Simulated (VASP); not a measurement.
SrMg, 2 atoms in the cell. The structure is trigonal, space group R-3m (No. 166). Conventional cell: a = 4.084 Å, b = 4.084 Å, c = 16.567 Å, α = 90.00°, β = 90.00°, γ = 120.00°. Sr (site symmetry -3m) has 6 Mg at 3.63 Å and 6 Sr at 4.08 Å within 4.8 Å. Mg (site symmetry -3m) has 6 Sr at 3.63 Å and 6 Mg at 4.08 Å within 4.8 Å. 

| Quantity | Value |
| --- | --- |
| Program | VASP 6.6.1 |
| Task | single point |
| Functional | r2SCAN |
| Potentials or basis | VASP PAW PBE potentials, release 64 (Sr_sv, Mg) |
| Cutoff | 520 eV |
| k mesh | 8 × 8 × 8, shifted |
| Occupations | gaussian, width 0.1 eV |
| Spin | no spin polarisation |
| Dipole correction | no |
| Further INCAR settings | ALGO = Normal; EDIFF = 1e-07; NBANDS = 13 |

Potentials or basis: VASP PAW PBE potentials, release 64 (Sr_sv, Mg).

Command:

```console
$ cat potpaw_PBE.64/Sr_sv/POTCAR potpaw_PBE.64/Mg/POTCAR > POTCAR
$ cp INCAR.step1 INCAR
$ mpirun -np 1 vasp_std > vasp.out
$ cp INCAR.step2 INCAR
$ mpirun -np 1 vasp_std > vasp.out
```

Hardware: 1 thread of AMD EPYC 7R13, on a shared host.

**Question.** How long does it take, and how much memory?

**Answer.** Wall time 28 min on 1 thread of AMD EPYC 7R13, on a shared host, peak memory 0.37 GiB. Counts: k points 60.
